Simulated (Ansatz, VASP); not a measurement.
PbS in VASP and in Ansatz

INCAR

```
PREC     = Accurate       # precision mode
ENCUT    = 520            # plane-wave cutoff, eV
EDIFF    = 1E-6           # SCF threshold, eV
ISMEAR   = -1             # smearing method
SIGMA    = 0.05           # smearing width, eV
LREAL    = False          # projectors in reciprocal space
LASPH    = True           # aspherical terms in the spheres
NELM     = 100            # most SCF steps
ALGO     = Normal         # electronic algorithm
ISIF     = 2              # what is computed and relaxed
LWAVE    = False          # write WAVECAR
LCHARG   = True           # write CHGCAR
GGA      = B5             # functional
ALDAX    = 1.0          
AGGAX    = 1.0          
AGGAC    = 1.0          
ALDAC    = 0.0          
LELF     = True           # ELF
LVHAR    = True         
NBANDS   = 17             # bands
```

File KPOINTS:

```
regular mesh
0
Gamma
  7 7 7
```

The input POSCAR:

```
PbS
1.0
    3.6536590000      0.0000000000      0.0000000000
    0.0000000000      3.6536590000      0.0000000000
    0.0000000000      0.0000000000      3.6536590000
Pb S
1 1
Direct
    0.0000000000      0.0000000000      0.0000000000
    0.5000000000      0.5000000000      0.5000000000
```

File input.yaml:

```yaml
crystal:
  lattice:
    - [3.653659, 0.0, 0.0]
    - [0.0, 3.653659, 0.0]
    - [0.0, 0.0, 3.653659]
  atoms:
    - { symbol: Pb, position: [0.0, 0.0, 0.0] }
    - { symbol: S, position: [0.5, 0.5, 0.5] }
hamiltonian:
  xc: blyp
  pseudopotentials: { kind: paw }
kpoints:
  mp_grid: { grid: [7, 7, 7] }
  band_path:
    path:
      - [[0.0, 0.0, 0.0], [0.0, 0.5, 0.0], [0.5, 0.5, 0.0], [0.0, 0.0, 0.0], [0.5, 0.5, 0.5], [0.0, 0.5, 0.0]]
      - [[0.5, 0.5, 0.0], [0.5, 0.5, 0.5]]
    npoints: 14
scf:
  occupations: { method: fermi_dirac, width: 0.05 }
  n_extra_bands: 6
output:
  forces: true
  stress: true
  eigenvalues: true
  fatbands: false
```

Alike in both runs: functional BLYP; k mesh 7 × 7 × 7; occupations fermi-dirac, width 0.05 eV; no spin polarisation.

|  | VASP | Ansatz |
| --- | --- | --- |
| version | VASP 6.6.1 | Ansatz 0.2.0 |
| potentials or method | VASP PAW PBE potentials, release 64 (Pb_d, S) | Ansatz PAW |
| plane-wave cutoff (eV) | 520 | 420 |
| valence electrons in the cell | 20 | 20 |
| task | single point | band structure |

```tsv
	VASP	Ansatz	Ansatz less VASP
pressure (GPa)	4.4	4.4	-0.03
```

VASP's potentials were made for PBE, not for BLYP.

Neither program's run includes spin-orbit coupling.
